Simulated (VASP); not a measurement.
# CaMg (P4mm) in VASP: notebook

Runs on CaMg. Level: LDA. Tasks: single point.

Program: VASP 6.6.1. These are calculated values, not measurements. Logs are shortened: lines on timing, memory, paths and dates and some standing lists are left out, and cuts for length are marked.

## (1) The cell of the first run

Symmetry: P4mm, No. 99, tetragonal system. Conventional cell: a = 3.762 Å, b = 3.762 Å, c = 3.762 Å, α = 90.00°, β = 90.00°, γ = 90.00°. Ca (site symmetry 4mm) has 8 Mg at 3.16 to 3.36 Å and 6 Ca at 3.76 Å within 4.2 Å. Within 4.2 Å of Mg (site symmetry 4mm) lie 8 Ca at 3.16 to 3.36 Å and 6 Mg at 3.76 Å.

## (2) Single point, LDA (atoms displaced along a vibrational mode, the cell strained)

File INCAR:

```
SYSTEM = CaMg
  PREC = Accurate
  ENCUT = 520
  EDIFF = 1E-6
  ISMEAR = 0
  SIGMA = 0.15
  LREAL = .False.
  LASPH = .True.
  NELM = 60
  ALGO = Normal
  ISIF = 2
  LWAVE = .False.
  LCHARG = .True.
  LELF = .True.
  LVHAR = .True.
  NBANDS = 13
```

File KPOINTS:

```
regular mesh
0
Gamma
  12 12 12
  0 0 0
```

File POSCAR:

```
CaMg
1.0
    3.7618148612      0.0000000000      0.0000000000
    0.0000000000      3.7618148612      0.0000000000
    0.0000000000      0.0000000000      3.7618148612
Ca Mg
1 1
Direct
    0.0171011642      0.0000000000      0.0000000000
    0.4718008451      0.5000000000      0.5000000000
```

Potentials or basis: VASP PAW LDA potentials, release 64 (Ca_sv, Mg).

Run with:

```
$ cat potpaw_LDA.64/Ca_sv/POTCAR potpaw_LDA.64/Mg/POTCAR > POTCAR
$ mpirun -np 1 vasp_std > vasp.out
```

OUTCAR:

```text
SYSTEM = CaMg
   PREC = Accurate
   ENCUT = 520
   EDIFF = 1E-6
   ISMEAR = 0
   LREAL = .False.
   LASPH = .True.
   NELM = 60
   ISIF = 2

 ion  position               nearest neighbor table
   1  0.017  0.000  0.000-   2 3.16   2 3.16   2 3.16   2 3.16   2 3.36   2 3.36   2 3.36   2 3.36

   2  0.472  0.500  0.500-   1 3.16   1 3.16   1 3.16   1 3.16   1 3.36   1 3.36   1 3.36   1 3.36

  LATTYP: Found a simple cubic cell.
 ALAT       =     3.7618148612

  Lattice vectors:

 A1 = (   3.7618148612,   0.0000000000,   0.0000000000)
 A2 = (   0.0000000000,   3.7618148612,   0.0000000000)
 A3 = (   0.0000000000,   0.0000000000,   3.7618148612)

Analysis of symmetry for initial positions (statically):
=====================================================================
 Subroutine PRICEL returns:
 Original cell was already a primitive cell.

 Routine SETGRP: Setting up the symmetry group for a
 simple cubic supercell.

 Subroutine GETGRP returns: Found  8 space group operations
 (whereof  8 operations were pure point group operations)
 out of a pool of 48 trial point group operations.

The static configuration has the point symmetry C_4v.

Analysis of symmetry for dynamics (positions and initial velocities):
=====================================================================
 Subroutine PRICEL returns:
 Original cell was already a primitive cell.

 Routine SETGRP: Setting up the symmetry group for a
 simple cubic supercell.

 Subroutine GETGRP returns: Found  8 space group operations
 (whereof  8 operations were pure point group operations)
 out of a pool of 48 trial point group operations.

The dynamic configuration has the point symmetry C_4v.

 Subroutine INISYM returns: Found  8 space group operations
 (whereof  8 operations are pure point group operations),
 and found     1 'primitive' translations

----------------------------------------------------------------------------------------

                                     Primitive cell

  volume of cell :      53.2344

  direct lattice vectors                    reciprocal lattice vectors
     3.761814861  0.000000000  0.000000000     0.265829138  0.000000000  0.000000000
     0.000000000  3.761814861  0.000000000     0.000000000  0.265829138  0.000000000
     0.000000000  0.000000000  3.761814861     0.000000000  0.000000000  0.265829138

  length of vectors
     3.761814861  3.761814861  3.761814861     0.265829138  0.265829138  0.265829138

  position of ions in fractional coordinates (direct lattice)
     0.017101164  0.000000000  0.000000000
     0.471800845  0.500000000  0.500000000

  ion indices of the primitive-cell ions
   primitive index   ion index
                 1           1
                 2           2

----------------------------------------------------------------------------------------

 KPOINTS: regular mesh

Automatic generation of k-mesh.
 Grid dimensions read from file:
 generate k-points for:   12   12   12

 Generating k-lattice:

  Cartesian coordinates                     Fractional coordinates (reciprocal lattice)
     0.022152428  0.000000000  0.000000000     0.083333333  0.000000000  0.000000000
     0.000000000  0.022152428  0.000000000     0.000000000  0.083333333  0.000000000
     0.000000000  0.000000000  0.022152428     0.000000000  0.000000000  0.083333333

  Length of vectors
     0.022152428  0.022152428  0.022152428

  Shift w.r.t. Gamma in fractional coordinates (k-lattice)
     0.000000000  0.000000000  0.000000000

 Subroutine IBZKPT returns following result:
 ===========================================

 Found    196 irreducible k-points:

 Following reciprocal coordinates:
            Coordinates               Weight
  0.000000  0.000000  0.000000      1.000000
  0.083333  0.000000  0.000000      2.000000
  0.000000  0.083333  0.000000      4.000000
  0.166667  0.000000  0.000000      2.000000
  0.000000  0.166667  0.000000      4.000000
  0.250000  0.000000  0.000000      2.000000
[... 16 lines left out ...]
  0.000000  0.333333  0.083333      8.000000
  0.083333  0.000000  0.333333      8.000000
 [... further k-points ...]
   k-points           NKPTS =    196   k-points in BZ     NKDIM =    196   number of bands    NBANDS=     13
   number of dos      NEDOS =    301   number of ions     NIONS =      2
   total plane-waves  NPLWV =  21952
   dimension x,y,z NGX =    28 NGY =   28 NGZ =   28
   dimension x,y,z NGXF=    56 NGYF=   56 NGZF=   56
   ions per type =               1   1
   NGX,Y,Z   is equivalent  to a cutoff of  12.37, 12.37, 12.37 a.u.
   NGXF,Y,Z  is equivalent  to a cutoff of  24.75, 24.75, 24.75 a.u.
 SYSTEM =  CaMg
   PREC   = accura    normal or accurate (medium, high low for compatibility)
   ISTART =      0    job   : 0-new  1-cont  2-samecut
   ICHARG =      2    charge: 1-file 2-atom 10-const
   ISPIN  =      1    spin polarized calculation?
   LNONCOLLINEAR =      F non collinear calculations
   LSORBIT =      F    spin-orbit coupling
   LASPH  =      T    aspherical Exc in radial PAW
   ENCUT  =  520.0 eV  38.22 Ry    6.18 a.u.   6.99  6.99  6.99*2*pi/ulx,y,z
   NELM   =     60;   NELMIN=  2; NELMDL= -5     # of ELM steps
   EDIFF  = 0.1E-05   stopping-criterion for ELM
   LREAL  =      F    real-space projection
   EDIFFG = 0.1E-04   stopping-criterion for IOM
   NSW    =      0    number of steps for IOM
   IBRION =     -1    ionic relax: 0-MD 1-quasi-New 2-CG
   NFREE  =      0    steps in history (QN), initial steepest desc. (CG)
   ISIF   =      2    stress and relaxation
   ISYM   =      2    0-nonsym 1-usesym 2-fastsym
   POTIM  = 0.5000    time-step for ionic-motion
   TEBEG  =    0.0;   TEEND  =   0.0 temperature during run
   PSTRESS=    0.0 pullay stress
   NELECT =      12.0000    total number of electrons
   NUPDOWN=      -1.0000    fix difference up-down
   EMIN   =  10.00;   EMAX   =-10.00  energy-range for DOS
   EFERMI =   0.00;   METHOD = LEGACY
   ISMEAR =     0;   SIGMA  =   0.15  broadening in eV -4-tet -1-fermi 0-gaus
   EFERMI_NEDOS =   21; number of points for ismear=-14 and -15
   IALGO  =     38    algorithm
   IMIX   =      4    mixing-type and parameters
     AMIX     =   0.40;   BMIX     =  1.00
     AMIX_MAG =   1.60;   BMIX_MAG =  1.00
  volume/ion in A,a.u.               =      26.62       179.62
  Fermi-wavevector in a.u.,A,eV,Ry     =   0.996333  1.882796 13.506223  0.992679
  Thomas-Fermi vector in A             =   2.128414
   LORBIT       =      0    0 simple, 1 ext, 2 COOP (PROOUT), +10 PAW based schemes
   GGA     = CA    functional components
   LHFCALC =     F    Hartree Fock is set to
   AEXX    =    0.0000 exact exchange contribution
   IVDW    =     0    specifies the selected vdW correction
   LEPSILON=     F    determine dielectric tensor
   LRPA    =     F    only Hartree local field effects (RPA)
 non-spin polarized calculation
 Gauss-broadening in eV      SIGMA  =   0.15
  energy-cutoff  :      520.00
  volume of cell :       53.23
 maximum number of plane-waves:      1472
 NGX is ok and might be reduce to    28
   NGX = 13   NGY = 13   NGZ = 13

 number of electron      11.9999998 magnetization

 Free energy of the ion-electron system (eV)
  ---------------------------------------------------
  ext. energy  EPLUGINS =         0.00000000
  ---------------------------------------------------
  free energy    TOTEN  =        -4.21756431 eV

  energy without entropy =       -4.19794724  energy(sigma->0) =       -4.20775577

 E-fermi :   2.7082     XC(G=0):  -8.9218

 val. band max:        2.7058526917   @ k =   0.3333   0.5000   0.3333
 cond. band min:       2.7113131869   @ k =   0.3333   0.4167   0.3333
 fundamental gap:      0.0054604952
 Fermi energy:         2.7082240613

 k-point     1 :       0.0000    0.0000    0.0000
  band No.  band energies     occupation
      1     -37.9359      2.00000
      2     -19.2196      2.00000
      3     -19.2196      2.00000
      4     -19.2191      2.00000
      5      -2.8011      2.00000
      6       3.5734      0.00000
      7       3.5752      0.00000
      8       6.8249      0.00000
      9       6.8249      0.00000
     10       6.8466      0.00000
     11       7.4048      0.00000
     12       7.4081      0.00000
     13       7.4081      0.00000

 k-point     2 :       0.0833    0.0000    0.0000
  band No.  band energies     occupation
      1     -37.9353      2.00000
      2     -19.2281      2.00000
      3     -19.2188      2.00000
      4     -19.2188      2.00000
      5      -2.7183      2.00000
      6       3.4826      0.00000
      7       3.6178      0.00000
      8       6.5011      0.00000
      9       6.5011      0.00000
     10       6.8603      0.00000
     11       7.1885      0.00000
     12       7.7789      0.00000
     13       7.7789      0.00000

 k-point     3 :       0.0000    0.0833    0.0000
  band No.  band energies     occupation
      1     -37.9353      2.00000
      2     -19.2287      2.00000
      3     -19.2188      2.00000
      4     -19.2183      2.00000
      5      -2.7180      2.00000
      6       3.4821      0.00000
      7       3.6195      0.00000
      8       6.4874      0.00000
      9       6.5159      0.00000
     10       6.8722      0.00000
     11       7.1359      0.00000
     12       7.7812      0.00000
     13       7.8249      0.00000

 k-point     4 :       0.1667    0.0000    0.0000
  band No.  band energies     occupation
      1     -37.9336      2.00000
      2     -19.2527      2.00000
      3     -19.2167      2.00000
      4     -19.2167      2.00000
      5      -2.4731      2.00000
      6       3.1429      0.00004
      7       3.7455      0.00000
      8       6.0534      0.00000
      9       6.0534      0.00000
     10       6.8980      0.00000
     11       6.8981      0.00000
     12       8.3718      0.00000
     13       8.3718      0.00000

 k-point     5 :       0.0000    0.1667    0.0000
  band No.  band energies     occupation
      1     -37.9336      2.00000
      2     -19.2534      2.00000
      3     -19.2167      2.00000
      4     -19.2162      2.00000
      5      -2.4720      2.00000
      6       3.1439      0.00004
      7       3.7482      0.00000
      8       6.0354      0.00000
      9       6.0707      0.00000
     10       6.8529      0.00000
     11       6.9096      0.00000
     12       8.3805      0.00000
     13       8.4200      0.00000
[... 257 lines left out ...]
 k-point    22 :       0.3333    0.0833    0.0000
  band No.  band energies     occupation
      1     -37.9285      2.00000
      2     -19.3179      2.00000
      3     -19.2195      2.00000
      4     -19.2101      2.00000
      5      -1.4636      2.00000
      6       1.7374      2.00000
      7       4.1051      0.00000
      8       5.2118      0.00000
      9       5.4019      0.00000
     10       6.8540      0.00000
     11       7.2917      0.00000
     12       9.1949      0.00000
     13       9.7643      0.00000

 k-point    23 :       0.0000    0.3333    0.0833
  band No.  band energies     occupation
      1     -37.9285      2.00000
      2     -19.3189      2.00000
      3     -19.2195      2.00000
      4     -19.2095      2.00000
      5      -1.4594      2.00000
      6       1.7375      2.00000
      7       4.1131      0.00000
      8       5.1802      0.00000
      9       5.4193      0.00000
     10       6.8657      0.00000
     11       7.2713      0.00000
     12       9.1974      0.00000
     13       9.6922      0.00000

 k-point    24 :       0.0833    0.0000    0.3333
  band No.  band energies     occupation
      1     -37.9285      2.00000
      2     -19.3189      2.00000
      3     -19.2189      2.00000
      4     -19.2100      2.00000
      5      -1.4595      2.00000
      6       1.7374      2.00000
      7       4.1131      0.00000
      8       5.2174      0.00000
      9       5.3782      0.00000
     10       6.8655      0.00000
     11       7.2689      0.00000
     12       9.2101      0.00000
     13       9.7493      0.00000

 [... further k-points ...]
[... 5 lines left out ...]
  --------------------------------------------------------------------------------------
  -------------------------------------------------------------------------------------
  Total        0.7840746      0.9381273      0.9381273      0.0000000     -0.0000000      0.0000000
  in kB       23.5980293     28.2345016     28.2345016      0.0000000     -0.0000000      0.0000000
  external PRESSURE =      26.6890108 kB  Pullay stress =       0.0000000 kB

 VOLUME and BASIS-vectors are now :
 -----------------------------------------------------------------------------
  energy-cutoff  :      520.00
  volume of cell :       53.23
      direct lattice vectors                 reciprocal lattice vectors
     3.761814861  0.000000000  0.000000000     0.265829138  0.000000000  0.000000000
     0.000000000  3.761814861  0.000000000     0.000000000  0.265829138  0.000000000
     0.000000000  0.000000000  3.761814861     0.000000000  0.000000000  0.265829138

 POSITION                                       TOTAL-FORCE (eV/Angst)
 -----------------------------------------------------------------------------------
      0.06433      0.00000      0.00000        -0.522451      0.000000     -0.000000
      1.77483      1.88091      1.88091         0.522451     -0.000000      0.000000
 -----------------------------------------------------------------------------------
    total drift:                                0.000139     -0.000000     -0.000000

  FREE ENERGIE OF THE ION-ELECTRON SYSTEM (eV)
  ---------------------------------------------------
  free  energy   TOTEN  =        -4.2175643101 eV

  energy  without entropy=       -4.1979472380  energy(sigma->0) =       -4.20775577
```

Run time: 37 s. Hardware: 1 thread of Intel Xeon 6975P-C (Granite Rapids), shared host; peak memory 0.26 GiB.

Results:

```
Free energy            : -4.2176 eV
Pressure               : 2.7 GPa
Largest force          : 0.522 eV/Å
Band gap on the k mesh : zero (bands 6 and 7 overlap by 1.33 eV)
```

Forces on the atoms (eV/Å):
```
Ca  -0.522  0.000  0.000
Mg   0.522  0.000  0.000
```

Levels at points of the mesh, in eV from the Fermi level:
```csv
k point,band 3,band 4,band 5,band 6,band 7,band 8,band 9,band 10
"(0.00, 0.00, 0.00)",-21.93,-21.93,-5.51,0.87,0.87,4.12,4.12,4.14
"(0.50, 0.00, 0.00)",-21.92,-21.92,-3.01,-2.56,1.71,2.42,2.42,4.35
"(0.00, 0.50, 0.00)",-21.92,-21.92,-2.98,-2.58,1.73,2.40,2.43,4.36
"(0.50, 0.50, 0.00)",-22.04,-21.90,-2.02,-0.20,-0.18,0.38,2.97,3.00
"(0.00, 0.50, 0.50)",-22.04,-21.90,-2.03,-0.18,-0.18,0.37,3.02,3.02
"(0.50, 0.50, 0.50)",-22.03,-22.02,-0.49,-0.47,-0.47,1.97,3.18,3.18
```

Caveat: the cell differs from its parent crystal (atoms displaced along a vibrational mode, the cell strained).

## (3) Single point, LDA (atoms displaced along a vibrational mode, the cell strained)

File INCAR:

```
PREC = Accurate
ENCUT = 520
EDIFF = 1E-6
ISMEAR = 0
SIGMA = 0.15
LREAL = False
LASPH = True
NELM = 60
ALGO = Normal
ISIF = 2
LWAVE = False
LCHARG = True
LELF = True
LVHAR = True
NBANDS = 13
```

File KPOINTS:

```
regular mesh
0
Gamma
  12 12 12
```

File POSCAR:

```
CaMg
1.0
    3.7938385159      0.0000000000      0.0000000000
    0.0000000000      3.7938385159      0.0000000000
    0.0000000000      0.0000000000      3.7938385159
Ca Mg
1 1
Direct
    0.0213764553      0.0000000000      0.0000000000
    0.4647510564      0.5000000000      0.5000000000
```

Potentials or basis: VASP PAW LDA potentials, release 64 (Ca_sv, Mg).

Run with:

```
$ cat potpaw_LDA.64/Ca_sv/POTCAR potpaw_LDA.64/Mg/POTCAR > POTCAR
$ mpirun -np 1 vasp_std > vasp.out
```

Run time: 37 s. Hardware: 1 thread of Intel Xeon 6975P-C (Granite Rapids), shared host; peak memory 0.27 GiB.

Results (log left out):

| Property | Result |
| --- | --- |
| Free energy | -4.2127 eV |
| Pressure | 1.9 GPa |
| Largest force | 0.615 eV/Å |
| Band gap on the k mesh | zero (bands 6 and 7 overlap by 1.31 eV) |

Forces in eV/Å, atoms in the order of the input:
```
Ca  -0.615  0.000  0.000
Mg   0.615  0.000  0.000
```

Stress tensor (GPa, compression positive):
```
1.43 0.00 0.00
0.00 2.09 0.00
0.00 0.00 2.09
```

Levels at points of the mesh, in eV from the Fermi level:
| k point | band 4 | band 5 | band 6 | band 7 | band 8 | band 9 |
| --- | --- | --- | --- | --- | --- | --- |
| (0.00, 0.00, 0.00) | -21.99 | -5.44 | 0.88 | 0.88 | 4.02 | 4.02 |
| (0.50, 0.00, 0.00) | -21.98 | -3.02 | -2.51 | 1.70 | 2.39 | 2.39 |
| (0.00, 0.50, 0.00) | -21.98 | -2.97 | -2.55 | 1.71 | 2.35 | 2.41 |
| (0.50, 0.50, 0.00) | -21.97 | -1.99 | -0.23 | -0.19 | 0.39 | 2.92 |
| (0.00, 0.50, 0.50) | -21.97 | -2.01 | -0.20 | -0.20 | 0.37 | 2.99 |
| (0.50, 0.50, 0.50) | -22.08 | -0.47 | -0.43 | -0.43 | 1.86 | 3.09 |

Caveat: the cell differs from its parent crystal (atoms displaced along a vibrational mode, the cell strained).

(Part 1 of 2 ends here.)
